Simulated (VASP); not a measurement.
A run of VASP 6.6.1:

Contents of INCAR:

```
SYSTEM = WC
  ALGO = Normal
  EDIFF = 1E-6
  ENCUT = 520
  GGA = PE
  ISIF = 2
  ISMEAR = 0
  LASPH = .True.
  LCHARG = .False.
  LREAL = .False.
  LWAVE = .False.
  NBANDS = 16
  NELM = 60
  PREC = Accurate
  SIGMA = 0.1
```

KPOINTS

```
k-points
0
Gamma
  24 24 14
  0 0 0
```

POSCAR

```
WC
1.0
    2.8109188851      0.0000000000      0.0000000000
   -1.4054594425      2.4343271624      0.0000000000
    0.0000000000      0.0000000000      4.0855171144
W C
1 1
Direct
    0.0000000000      0.0000000000      0.5000000000
    0.0000000000      0.0000000000      0.0000000000
```

Potentials or basis: VASP PAW PBE potentials, release 64 (W_sv, C).

Run with:

```console
$ cat potpaw_PBE.64/W_sv/POTCAR potpaw_PBE.64/C/POTCAR > POTCAR
$ mpirun -np 1 vasp_std > vasp.out
```

Hardware: 1 thread of Intel Xeon 8259CL (shared host).

Estimate the wall time of this run.

It took 4.2 min on 1 thread of Intel Xeon 8259CL, with other jobs on the host, peak memory 0.32 GiB. Counts: scf iterations 14, k points 488.
